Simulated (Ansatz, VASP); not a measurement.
**Fe in VASP and in Ansatz**

File INCAR:

```
SYSTEM = Fe
PREC = Accurate
ENCUT = 600
EDIFF = 1E-6
ISMEAR = 0
SIGMA = 0.1
LREAL = .FALSE.
LASPH = .TRUE.
NELM = 150
ALGO = Normal
ISIF = 3
LWAVE = .FALSE.
LCHARG = .FALSE.
ISPIN = 2
MAGMOM = 2.87 2.87
LORBIT = 11
LMAXMIX = 4
GGA = PE
IBRION = 2
NSW = 80
EDIFFG = -0.01
```

File KPOINTS:

```
Automatic mesh
0
G
  18 18 10
  0 0 0
```

File POSCAR:

```
Fe
1.0
    2.5216045073      0.0000000000      0.0000000000
   -1.2608022537      2.1837735616      0.0000000000
    0.0000000000      0.0000000000      4.3874310984
Fe
2
Direct
    0.3333333333      0.6666666667      0.2500000000
    0.6666666667      0.3333333333      0.7500000000
```

Input for Ansatz:

```yaml
crystal:
  lattice:
    - [2.5216045073, 0.0, 0.0]
    - [-1.2608022537, 2.1837735616, 0.0]
    - [0.0, 0.0, 4.3874310984]
  atoms:
    - { symbol: Fe, position: [0.3333333333, 0.6666666667, 0.25], spin: 2.87 }
    - { symbol: Fe, position: [0.6666666667, 0.3333333333, 0.75], spin: 2.87 }
basis:
  ecutwfc: 420
kpoints:
  mp_grid: { grid: [18, 18, 10] }
hamiltonian:
  xc: pbe
scf:
  occupations: { method: gaussian, width: 0.1 }
output:
  forces: true
  stress: true
  eigenvalues: true
  populations: true
magnetization:
  spin_polarized: true
relax:
  adjacent_minimum: "off"
  f_tol: 0.01
  max_steps: 60
  cell: { stress_tol: 0.1 }
```

Alike in both runs: task relaxation of cell and atoms; functional PBE; k mesh 18 × 18 × 10; occupations gaussian, width 0.1 eV; collinear spin.

```csv
,VASP,Ansatz
version,VASP 6.6.1,Ansatz 0.2.0
potentials or method,"VASP PAW PBE potentials, release 64 (Fe), cutoff 600 eV","scalar-relativistic, plane waves, PAW"
valence electrons in the cell,16,32
```

VASP gave:

| Property | Result |
| --- | --- |
| gap on the k mesh at the Fermi level, each at its own relaxed structure (eV) | none |
| net moment per atom (μB) | 2.59 |
| size of the moment on the site where the two differ most (μB) | 2.57 |
| relaxed volume (Å³/atom) | 12.06 |
| relaxed length of the cell vector where the two differ most in proportion (Å) | 2.523 |

Question: Estimate Ansatz's values.

Answer: gap on the k mesh at the Fermi level, each at its own relaxed structure (eV): none; net moment per atom (μB): 2.58; size of the moment on the site where the two differ most (μB): 2.61; relaxed volume (Å³/atom): 12.07; relaxed length of the cell vector where the two differ most in proportion (Å): 2.524.

Site moments also hang on the region over which each program counts them. A gap of «none» marks a metal or a gap that the smearing closes. VASP's potentials hold 16 valence electrons a cell and Ansatz's 32, so a difference there can come from the potentials and not from the codes.
